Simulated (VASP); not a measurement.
A run of VASP 6.6.1 is set up as follows.

File POSCAR.step1:

```
Ta
1.0
    2.8106116719      0.0000000000      0.0000000000
   -1.4053058360      2.4340611081      0.0000000000
    0.0000000000      0.0000000000      5.0063887120
Ta
2
Direct
    0.3333333333      0.6666666667      0.2500000000
    0.6666666667      0.3333333333      0.7500000000
```

POSCAR.step2

```
Ta
1.0
    2.8411641924      0.0000000000      0.0000000000
   -1.4205820962      2.4605203670      0.0000000000
    0.0000000000      0.0000000000      5.0608102442
Ta
2
Direct
    0.3333333333      0.6666666667      0.2500000000
    0.6666666667      0.3333333333      0.7500000000
```

POSCAR.step3

```
Ta
1.0
    2.8710733819      0.0000000000      0.0000000000
   -1.4355366909      2.4864224848      0.0000000000
    0.0000000000      0.0000000000      5.1140858461
Ta
2
Direct
    0.3333333333      0.6666666667      0.2500000000
    0.6666666667      0.3333333333      0.7500000000
```

POSCAR.step4

```
Ta
1.0
    2.9003720726      0.0000000000      0.0000000000
   -1.4501860363      2.5117958953      0.0000000000
    0.0000000000      0.0000000000      5.1662740000
Ta
2
Direct
    0.3333333333      0.6666666667      0.2500000000
    0.6666666667      0.3333333333      0.7500000000
```

Contents of POSCAR.step5:

```
Ta
1.0
    2.9290904955      0.0000000000      0.0000000000
   -1.4645452477      2.5366667791      0.0000000000
    0.0000000000      0.0000000000      5.2174285545
Ta
2
Direct
    0.3333333333      0.6666666667      0.2500000000
    0.6666666667      0.3333333333      0.7500000000
```

File POSCAR.step6:

```
Ta
1.0
    2.9572565550      0.0000000000      0.0000000000
   -1.4786282775      2.5610593022      0.0000000000
    0.0000000000      0.0000000000      5.2675992145
Ta
2
Direct
    0.3333333333      0.6666666667      0.2500000000
    0.6666666667      0.3333333333      0.7500000000
```

The input POSCAR.step7:

```
Ta
1.0
    2.9848960688      0.0000000000      0.0000000000
   -1.4924480344      2.5849958232      0.0000000000
    0.0000000000      0.0000000000      5.3168319673
Ta
2
Direct
    0.3333333333      0.6666666667      0.2500000000
    0.6666666667      0.3333333333      0.7500000000
```

Contents of INCAR:

```
SYSTEM = Ta
GGA = PE ; ISMEAR = 1
SIGMA = 0.1 ; LWAVE = .FALSE.
LCHARG = .FALSE. ; ISIF = 2
NSW = 0 ; ENCUT = 460
PREC = Accurate ; LASPH = .TRUE.
LREAL = .FALSE. ; ALGO = Normal
EDIFF = 1E-7 ; NELM = 120
GGA_COMPAT = .FALSE.
```

Contents of KPOINTS:

```
k-points
0
Gamma
  13 13 7
```

Potentials or basis: VASP PAW PBE potentials, release 64 (Ta_sv_GW).

The run is started by

```sh
$ cat potpaw_PBE.64/Ta_sv_GW/POTCAR > POTCAR
$ cp POSCAR.step1 POSCAR
$ mpirun -np 1 vasp_std > vasp.out
$ cp POSCAR.step2 POSCAR
$ mpirun -np 1 vasp_std > vasp.out
$ cp POSCAR.step3 POSCAR
$ mpirun -np 1 vasp_std > vasp.out
$ cp POSCAR.step4 POSCAR
$ mpirun -np 1 vasp_std > vasp.out
$ cp POSCAR.step5 POSCAR
$ mpirun -np 1 vasp_std > vasp.out
$ cp POSCAR.step6 POSCAR
$ mpirun -np 1 vasp_std > vasp.out
$ cp POSCAR.step7 POSCAR
$ mpirun -np 1 vasp_std > vasp.out
```

Problem. Predict the bulk modulus at fixed shape and positions.

Solution. 186 GPa.

Problem. Predict the pressure derivative of the bulk modulus.

Solution. 3.7.

Problem. Predict the equilibrium volume.

Solution. 18.72 Å³/atom.

Energy against volume, from the lowest point:
| volume (Å³/atom) | energy (meV/atom) |
| --- | --- |
| 17.125 | 90.39 |
| 17.689 | 35.56 |
| 18.254 | 6.62 |
| 18.819 | 0.00 |
| 19.383 | 12.70 |
| 19.948 | 42.15 |
| 20.512 | 86.26 |

Caveat: the cell was scaled at fixed shape and fractional positions, which overstates the stiffness of a crystal with free parameters, most of all of layers and chains.
